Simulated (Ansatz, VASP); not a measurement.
# One calculation of HgTe, two programs

```
CELL_PARAMETERS angstrom
-3.04561 3.04561 1.55941
3.04561 -3.04561 1.55941
3.04561 3.04561 -1.55941
ATOMIC_POSITIONS crystal
Hg 0.75000 0.25000 0.50000
Te 0.00000 0.00000 0.00000
```

Alike in both runs: task single point; functional BLYP; k mesh 8 × 8 × 8; occupations fermi-dirac, width 0.1 eV; no spin polarisation.

```csv
,VASP,Ansatz
version,VASP 6.6.1,Ansatz 0.2.0
potentials or method,"VASP PAW PBE potentials, release 64 (Hg, Te), cutoff 500 eV","plane waves, PAW"
valence electrons in the cell,18,36
```

```csv
,VASP,Ansatz,Ansatz less VASP
pressure (GPa),4.4,4.1,-0.26
"traceless stress, the component that is largest in VASP (GPa)",0.88,0.84,-0.045
```

VASP's potentials were made for PBE, not for BLYP. The functional is the same, so the differences come from potentials, cutoffs and numerics. VASP's potentials hold 18 valence electrons a cell and Ansatz's 36, so a difference there can come from the potentials and not from the codes.

Spin-orbit coupling is off throughout.
